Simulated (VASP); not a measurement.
# Os (P6_3/mmc) in VASP: notebook

The runs below take Os through single point, with BLYP, PBEsol, BLYP+D4.

All numbers are computed with VASP 6.6.1; they aren't measurements. Logs are shortened: lines on timing, memory, paths and dates and some standing lists are left out, and cuts for length are marked.

## (1) The cell of the first run

The structure is hexagonal, space group P6_3/mmc (No. 194). The conventional cell has a = 2.734 Å, b = 2.734 Å, c = 4.320 Å, α = 90.00°, β = 90.00°, γ = 120.00°. Within 3.5 Å of Os (site symmetry -6m2) lie 12 Os at 2.68 to 2.73 Å.

## (2) Single point, BLYP

INCAR

```
SYSTEM = Os
AGGAC    = 1.0          
AGGAX    = 1.0          
ALDAC    = 0.0          
ALDAX    = 1.0          
ALGO     = Normal         ! electronic algorithm
EDIFF    = 1E-6           ! SCF threshold, eV
ENCUT    = 560            ! plane-wave cutoff, eV
GGA      = B5             ! functional
GGA_COMPAT= .FALSE.      
ISIF     = 2              ! what is computed and relaxed
ISMEAR   = -1             ! smearing method
LASPH    = .TRUE.         ! aspherical terms in the spheres
LCHARG   = .FALSE.        ! write CHGCAR
LREAL    = .FALSE.        ! projectors in reciprocal space
LWAVE    = .FALSE.        ! write WAVECAR
NBANDS   = 23             ! bands
NELM     = 120            ! most SCF steps
PREC     = Accurate       ! precision mode
SIGMA    = 0.05           ! smearing width, eV
```

KPOINTS

```
k-points
0
G
  11 11 6
  0 0 0
```

POSCAR

```
Os
1.0
    2.7341000000      0.0000000000      0.0000000000
   -1.3670500000      2.3678000565      0.0000000000
    0.0000000000      0.0000000000      4.3197000000
Os
2
Direct
    0.6666666667      0.3333333333      0.7500000000
    0.3333333333      0.6666666667      0.2500000000
```

Potentials or basis: VASP PAW PBE potentials, release 64 (Os_sv_GW).

Command:

```console
> cat potpaw_PBE.64/Os_sv_GW/POTCAR > POTCAR
> mpirun -np 1 vasp_std > vasp.out
```

OUTCAR:

```text
SYSTEM = Os
   EDIFF = 1E-6
   ENCUT = 560
   GGA = B5
   ISIF = 2
   ISMEAR = -1
   LASPH = .TRUE.
   LREAL = .FALSE.
   NELM = 120
   PREC = Accurate

 ion  position               nearest neighbor table
   1  0.667  0.333  0.750-   2 2.68   2 2.68   2 2.68   2 2.68   2 2.68   2 2.68
   2  0.333  0.667  0.250-   1 2.68   1 2.68   1 2.68   1 2.68   1 2.68   1 2.68

  LATTYP: Found a hexagonal cell.
 ALAT       =     2.7341000000
 C/A-ratio  =     1.5799348963

  Lattice vectors:

 A1 = (   2.7341000000,   0.0000000000,   0.0000000000)
 A2 = (  -1.3670500000,   2.3678000565,   0.0000000000)
 A3 = (   0.0000000000,   0.0000000000,   4.3197000000)

Analysis of symmetry for initial positions (statically):
=====================================================================
 Subroutine PRICEL returns:
 Original cell was already a primitive cell.

 Routine SETGRP: Setting up the symmetry group for a
 hexagonal supercell.

 Subroutine GETGRP returns: Found 24 space group operations
 (whereof 12 operations were pure point group operations)
 out of a pool of 24 trial point group operations.

The static configuration has the point symmetry D_3d.
 The point group associated with its full space group is D_6h.

Analysis of symmetry for dynamics (positions and initial velocities):
=====================================================================
 Subroutine PRICEL returns:
 Original cell was already a primitive cell.

 Routine SETGRP: Setting up the symmetry group for a
 hexagonal supercell.

 Subroutine GETGRP returns: Found 24 space group operations
 (whereof 12 operations were pure point group operations)
 out of a pool of 24 trial point group operations.

The dynamic configuration has the point symmetry D_3d.
 The point group associated with its full space group is D_6h.

 Subroutine INISYM returns: Found 24 space group operations
 (whereof 12 operations are pure point group operations),
 and found     1 'primitive' translations

----------------------------------------------------------------------------------------

                                     Primitive cell

  volume of cell :      27.9649

  direct lattice vectors                    reciprocal lattice vectors
     2.734100000  0.000000000  0.000000000     0.365751070  0.211166479  0.000000000
    -1.367050000  2.367800057  0.000000000     0.000000000  0.422332957  0.000000000
     0.000000000  0.000000000  4.319700000     0.000000000  0.000000000  0.231497558

  length of vectors
     2.734100000  2.734100000  4.319700000     0.422332957  0.422332957  0.231497558

  position of ions in fractional coordinates (direct lattice)
     0.666666667  0.333333333  0.750000000
     0.333333333  0.666666667  0.250000000

  ion indices of the primitive-cell ions
   primitive index   ion index
                 1           1
                 2           2

----------------------------------------------------------------------------------------

 KPOINTS: k-points

Automatic generation of k-mesh.
 Grid dimensions read from file:
 generate k-points for:   11   11    6

 Generating k-lattice:

  Cartesian coordinates                     Fractional coordinates (reciprocal lattice)
     0.033250097  0.019196953  0.000000000     0.090909091 -0.000000000  0.000000000
     0.000000000  0.038393905  0.000000000     0.000000000  0.090909091  0.000000000
     0.000000000  0.000000000  0.038582926     0.000000000  0.000000000  0.166666667

  Length of vectors
     0.038393905  0.038393905  0.038582926

  Shift w.r.t. Gamma in fractional coordinates (k-lattice)
     0.000000000  0.000000000  0.000000000

 Subroutine IBZKPT returns following result:
 ===========================================

 Found     64 irreducible k-points:

 Following reciprocal coordinates:
            Coordinates               Weight
  0.000000  0.000000  0.000000      1.000000
  0.090909  0.000000  0.000000      6.000000
  0.181818  0.000000  0.000000      6.000000
  0.272727 -0.000000  0.000000      6.000000
  0.363636 -0.000000  0.000000      6.000000
  0.454545  0.000000  0.000000      6.000000
[... 16 lines left out ...]
  0.090909  0.090909  0.166667     12.000000
  0.181818  0.090909  0.166667     24.000000
 [... further k-points ...]
   k-points           NKPTS =     64   k-points in BZ     NKDIM =     64   number of bands    NBANDS=     23
   number of dos      NEDOS =    301   number of ions     NIONS =      2
   total plane-waves  NPLWV =  20736
   dimension x,y,z NGX =    24 NGY =   24 NGZ =   36
   dimension x,y,z NGXF=    48 NGYF=   48 NGZF=   72
   ions per type =               2
   NGX,Y,Z   is equivalent  to a cutoff of  14.59, 14.59, 13.85 a.u.
   NGXF,Y,Z  is equivalent  to a cutoff of  29.19, 29.19, 27.71 a.u.
 SYSTEM =  Os
   PREC   = accura    normal or accurate (medium, high low for compatibility)
   ISTART =      0    job   : 0-new  1-cont  2-samecut
   ICHARG =      2    charge: 1-file 2-atom 10-const
   ISPIN  =      1    spin polarized calculation?
   LNONCOLLINEAR =      F non collinear calculations
   LSORBIT =      F    spin-orbit coupling
   LASPH  =      T    aspherical Exc in radial PAW
   ENCUT  =  560.0 eV  41.16 Ry    6.42 a.u.   5.28  5.28  8.33*2*pi/ulx,y,z
   NELM   =    120;   NELMIN=  2; NELMDL= -5     # of ELM steps
   EDIFF  = 0.1E-05   stopping-criterion for ELM
   LREAL  =      F    real-space projection
   EDIFFG = 0.1E-04   stopping-criterion for IOM
   NSW    =      0    number of steps for IOM
   IBRION =     -1    ionic relax: 0-MD 1-quasi-New 2-CG
   NFREE  =      0    steps in history (QN), initial steepest desc. (CG)
   ISIF   =      2    stress and relaxation
   ISYM   =      2    0-nonsym 1-usesym 2-fastsym
   POTIM  = 0.5000    time-step for ionic-motion
   TEBEG  =    0.0;   TEEND  =   0.0 temperature during run
   PSTRESS=    0.0 pullay stress
   NELECT =      32.0000    total number of electrons
   NUPDOWN=      -1.0000    fix difference up-down
   EMIN   =  10.00;   EMAX   =-10.00  energy-range for DOS
   EFERMI =   0.00;   METHOD = LEGACY
   ISMEAR =    -1;   SIGMA  =   0.05  broadening in eV -4-tet -1-fermi 0-gaus
   EFERMI_NEDOS =   21; number of points for ismear=-14 and -15
   IALGO  =     38    algorithm
   IMIX   =      4    mixing-type and parameters
     AMIX     =   0.40;   BMIX     =  1.00
     AMIX_MAG =   1.60;   BMIX_MAG =  1.00
  volume/ion in A,a.u.               =      13.98        94.36
  Fermi-wavevector in a.u.,A,eV,Ry     =   1.712329  3.235832 39.893232  2.932070
  Thomas-Fermi vector in A             =   2.790278
   LORBIT       =      0    0 simple, 1 ext, 2 COOP (PROOUT), +10 PAW based schemes
   GGA     = B5    functional components
   LHFCALC =     F    Hartree Fock is set to
   AEXX    =    0.0000 exact exchange contribution
   IVDW    =     0    specifies the selected vdW correction
   LEPSILON=     F    determine dielectric tensor
   LRPA    =     F    only Hartree local field effects (RPA)
 non-spin polarized calculation
  energy-cutoff  :      560.00
  volume of cell :       27.96
 maximum number of plane-waves:       852
 NGX is ok and might be reduce to    24
   NGX = 11   NGY = 11   NGZ = 17

 number of electron      32.0000000 magnetization

 Free energy of the ion-electron system (eV)
  ---------------------------------------------------
  ext. energy  EPLUGINS =         0.00000000
  ---------------------------------------------------
  free energy    TOTEN  =       -21.40810965 eV

  energy without entropy =      -21.39385038  energy(sigma->0) =      -21.40098002

 E-fermi :  14.3178     XC(G=0): -13.9122

 val. band max:       14.2895748284   @ k =   0.4545   0.0909   0.5000
 cond. band min:      14.3703486838   @ k =   0.3636   0.0909   0.3333
 fundamental gap:      0.0807738553
 Fermi energy:        14.3177516557

 k-point     1 :       0.0000    0.0000    0.0000
  band No.  band energies     occupation
      1     -71.8237      2.00000
      2     -71.7049      2.00000
      3     -32.0834      2.00000
      4     -31.1263      2.00000
      5     -31.1263      2.00000
      6     -30.9446      2.00000
[... 15 lines left out ...]
     22      28.0544      0.00000
     23      30.3972      0.00000

 k-point     2 :       0.0909    0.0000    0.0000
  band No.  band energies     occupation
      1     -71.8167      2.00000
      2     -71.7022      2.00000
      3     -32.0546      2.00000
      4     -31.1873      2.00000
      5     -31.1470      2.00000
      6     -31.0081      2.00000
[... 15 lines left out ...]
     22      28.7387      0.00000
     23      30.8156      0.00000

 k-point     3 :       0.1818    0.0000    0.0000
  band No.  band energies     occupation
      1     -71.7982      2.00000
      2     -71.6959      2.00000
      3     -31.9733      2.00000
      4     -31.3500      2.00000
      5     -31.2007      2.00000
      6     -31.1757      2.00000
[... 15 lines left out ...]
     22      29.9782      0.00000
     23      31.1878      0.00000

 k-point     4 :       0.2727   -0.0000    0.0000
  band No.  band energies     occupation
      1     -71.7721      2.00000
      2     -71.6885      2.00000
      3     -31.8526      2.00000
      4     -31.5618      2.00000
      5     -31.3852      2.00000
      6     -31.2673      2.00000
[... 15 lines left out ...]
     22      27.7951      0.00000
     23      29.7804      0.00000

 k-point     5 :       0.3636   -0.0000    0.0000
  band No.  band energies     occupation
      1     -71.7457      2.00000
      2     -71.6847      2.00000
      3     -31.7563      2.00000
      4     -31.7158      2.00000
      5     -31.5707      2.00000
      6     -31.3264      2.00000
[... 15 lines left out ...]
     22      24.8155      0.00000
     23      27.9920      0.00000

 k-point     6 :       0.4545    0.0000    0.0000
  band No.  band energies     occupation
      1     -71.7271      2.00000
      2     -71.6852      2.00000
      3     -31.8711      2.00000
      4     -31.6779      2.00000
      5     -31.6073      2.00000
      6     -31.3607      2.00000
[... 15 lines left out ...]
     22      26.1911      0.00000
     23      26.3388      0.00000

 k-point     7 :       0.0909    0.0909    0.0000
  band No.  band energies     occupation
      1     -71.8042      2.00000
      2     -71.6977      2.00000
      3     -31.9996      2.00000
      4     -31.2862      2.00000
      5     -31.2139      2.00000
      6     -31.0975      2.00000
[... 353 lines left out ...]
     22      28.4736      0.00000
     23      30.2342      0.00000

 k-point    21 :       0.3636   -0.0000    0.1667
  band No.  band energies     occupation
      1     -71.7416      2.00000
      2     -71.6888      2.00000
      3     -31.8603      2.00000
      4     -31.6494      2.00000
      5     -31.5399      2.00000
      6     -31.3079      2.00000
[... 15 lines left out ...]
     22      26.8462      0.00000
     23      28.7590      0.00000

 k-point    22 :       0.4545    0.0000    0.1667
  band No.  band energies     occupation
      1     -71.7245      2.00000
      2     -71.6880      2.00000
      3     -31.9319      2.00000
      4     -31.7448      2.00000
      5     -31.5018      2.00000
      6     -31.3413      2.00000
[... 15 lines left out ...]
     22      25.5194      0.00000
     23      27.2564      0.00000

 k-point    23 :       0.0909    0.0909    0.1667
  band No.  band energies     occupation
      1     -71.7971      2.00000
      2     -71.7048      2.00000
      3     -31.9411      2.00000
      4     -31.2649      2.00000
      5     -31.2163      2.00000
      6     -31.1378      2.00000
[... 15 lines left out ...]
     22      29.2974      0.00000
     23      31.3373      0.00000

 k-point    24 :       0.1818    0.0909    0.1667
  band No.  band energies     occupation
      1     -71.7756      2.00000
      2     -71.6968      2.00000
      3     -31.8702      2.00000
      4     -31.4261      2.00000
      5     -31.3765      2.00000
      6     -31.2200      2.00000
[... 15 lines left out ...]
     22      29.4972      0.00000
     23      30.4377      0.00000

 [... further k-points ...]

------------------------ aborting loop because EDIFF is reached ----------------------------------------

  FORCE on cell =-STRESS in cart. coord.  units (eV):
  Direction    XX          YY          ZZ          XY          YZ          ZX
  --------------------------------------------------------------------------------------
  -------------------------------------------------------------------------------------
  Total        4.5337206      4.5337206      4.6536888     -0.0000000      0.0000000      0.0000000
  in kB      259.7480667    259.7480667    266.6213434     -0.0000000      0.0000000      0.0000000
  external PRESSURE =     262.0391589 kB  Pullay stress =       0.0000000 kB

 VOLUME and BASIS-vectors are now :
 -----------------------------------------------------------------------------
  energy-cutoff  :      560.00
  volume of cell :       27.96
      direct lattice vectors                 reciprocal lattice vectors
     2.734100000  0.000000000  0.000000000     0.365751070  0.211166479  0.000000000
    -1.367050000  2.367800057  0.000000000     0.000000000  0.422332957  0.000000000
     0.000000000  0.000000000  4.319700000     0.000000000  0.000000000  0.231497558

 POSITION                                       TOTAL-FORCE (eV/Angst)
 -----------------------------------------------------------------------------------
      1.36705      0.78927      3.23977        -0.000000      0.000000      0.000000
     -0.00000      1.57853      1.07993         0.000000     -0.000000      0.000000
 -----------------------------------------------------------------------------------
    total drift:                               -0.000000      0.000000     -0.000000

  FREE ENERGIE OF THE ION-ELECTRON SYSTEM (eV)
  ---------------------------------------------------
  free  energy   TOTEN  =       -21.4081096539 eV

  energy  without entropy=      -21.3938503835  energy(sigma->0) =      -21.40098002
```

Wall time 37 s (1 thread of Intel Xeon Platinum 8488C (Sapphire Rapids), shared host); peak memory 0.18 GiB.

What came out:

- Free energy: -21.4081 eV
- Pressure: 26.2 GPa
- Band gap on the k mesh: zero (bands 16 and 17 overlap by 3.90 eV)

Caveat: the cell stands under pressure; the PAW data sets were made with another functional, which shifts forces and pressure a little; spin-orbit coupling is left out, which moves the levels of the heavy elements.

## (3) Single point, PBEsol

This run uses another cell than the first one, of 13.08 Å³/atom.

INCAR

```
PREC = Accurate
ENCUT = 560
EDIFF = 1E-6
ISMEAR = -1
SIGMA = 0.05
LREAL = F
LASPH = T
NELM = 120
ALGO = Normal
ISIF = 2
LWAVE = F
LCHARG = F
GGA = PS
NBANDS = 23
GGA_COMPAT = F
```

KPOINTS

```
Automatic mesh
0
Gamma
  11 11 6
```

POSCAR

```
Os
1.0
    2.6713958479      0.0000000000      0.0000000000
   -1.3356979240      2.3134966679      0.0000000000
    0.0000000000      0.0000000000      4.2333783617
Os
2
Direct
    0.6666666667      0.3333333333      0.7500000000
    0.3333333333      0.6666666667      0.2500000000
```

Potentials or basis: VASP PAW PBE potentials, release 64 (Os_sv_GW).

Command:

```console
> cat potpaw_PBE.64/Os_sv_GW/POTCAR > POTCAR
> mpirun -np 1 vasp_std > vasp.out
```

It took 28 s on 1 thread of Intel Xeon Platinum 8488C (Sapphire Rapids), shared host; peak memory 0.18 GiB.

It converged, with:

| Quantity | Value |
| --- | --- |
| Free energy | -26.5859 eV |
| Pressure | 28.6 GPa |
| Band gap on the k mesh | zero (bands 16 and 17 overlap by 4.33 eV) |

Levels at points of the mesh, in eV from the Fermi level:
| k point | band 12 | band 13 | band 14 | band 15 | band 16 | band 17 | band 18 | band 19 | band 20 | band 21 |
| --- | --- | --- | --- | --- | --- | --- | --- | --- | --- | --- |
| (0.00, 0.00, 0.00) | -3.33 | -3.08 | -2.39 | -2.39 | -1.64 | -1.64 | 0.06 | 1.92 | 1.92 | 9.80 |
| (0.00, 0.00, 0.50) | -3.87 | -3.52 | -3.52 | -3.52 | -3.52 | 1.08 | 1.08 | 1.08 | 1.08 | 13.00 |

Caveat: the cell stands under pressure; the PAW data sets were made with another functional, which shifts forces and pressure a little; spin-orbit coupling is left out, which moves the levels of the heavy elements.

## (4) Single point, BLYP+D4

INCAR

```
  AGGAC = 1.0
  AGGAX = 1.0
  ALDAC = 0.0
  ALDAX = 1.0
  ALGO = Normal
  EDIFF = 1E-6
  ENCUT = 560
  GGA = B5
  GGA_COMPAT = False
  ISIF = 2
  ISMEAR = -1
  IVDW = 13
  LASPH = True
  LCHARG = True
  LELF = True
  LREAL = False
  LVHAR = True
  LWAVE = False
  NBANDS = 23
  NELM = 120
  PREC = Accurate
  SIGMA = 0.05
  VDW_A1 = 0.44488865
  VDW_A2 = 4.0933009
  VDW_S6 = 1.0
  VDW_S8 = 2.34076671
```

KPOINTS

```
k-points
0
Gamma
  11 11 6
```

POSCAR

```
Os
1.0
    2.7341000000      0.0000000000      0.0000000000
   -1.3670500000      2.3678000565      0.0000000000
    0.0000000000      0.0000000000      4.3197000000
Os
2
Direct
    0.6666666667      0.3333333333      0.7500000000
    0.3333333333      0.6666666667      0.2500000000
```

Command:

```console
> cat potpaw_PBE.64/Os_sv_GW/POTCAR > POTCAR
> mpirun -np 1 vasp_std > vasp.out
```

It took 37 s on 1 thread of Intel Xeon Platinum 8488C (Sapphire Rapids), shared host; peak memory 0.18 GiB.

It converged, with:

- Free energy: -24.0830 eV
- Pressure: 11.1 GPa
- Band gap on the k mesh: zero (bands 16 and 17 overlap by 3.90 eV)
- Dispersion energy per atom: -1.337 eV

Stress tensor (GPa, compression positive):
```
10.93  0.00  0.00
 0.00 10.93  0.00
 0.00  0.00 11.58
```

Levels at points of the mesh, in eV from the Fermi level:
```tsv
k point	band 13	band 14	band 15	band 16	band 17	band 18	band 19	band 20
(0.00, 0.00, 0.00)	-2.76	-2.18	-2.18	-1.54	-1.54	0.45	1.72	1.72
(0.00, 0.00, 0.50)	-3.20	-3.20	-3.20	-3.20	0.92	0.92	0.92	0.92
```

Caveat: the cell stands under pressure; the dispersion term is far too large for a dense solid, which distorts pressure and volume; the PAW data sets were made with another functional, which shifts forces and pressure a little; spin-orbit coupling is left out, which moves the levels of the heavy elements.

## (5) The runs side by side

| level | cell | gap on the mesh (eV) | pressure (GPa) |
| --- | --- | --- | --- |
| BLYP | a = 2.734, b = 2.734, c = 4.320 Å, angles 90.0, 90.0, 120.0°, 2 atoms | none | 26.2 |
| PBEsol | a = 2.671, b = 2.671, c = 4.233 Å, angles 90.0, 90.0, 120.0°, 2 atoms | none | 28.6 |
| BLYP+D4 | a = 2.734, b = 2.734, c = 4.320 Å, angles 90.0, 90.0, 120.0°, 2 atoms | none | 11.1 |

Alike in all rows: task single point; potentials or basis VASP PAW PBE potentials, release 64 (Os_sv_GW); no spin polarisation; k mesh 11 × 11 × 6; cutoff (eV) 560; smearing fermi-dirac 0.05 eV.

Caveats: the cell stands under pressure; the PAW data sets were made with another functional, which shifts forces and pressure a little; spin-orbit coupling is left out, which moves the levels of the heavy elements; the dispersion term is far too large for a dense solid, which distorts pressure and volume (at least some runs).

Absolute energies hang on the potentials; compare differences alone.

The gap in the log of VASP goes by the Fermi energy; the results here count the filled bands.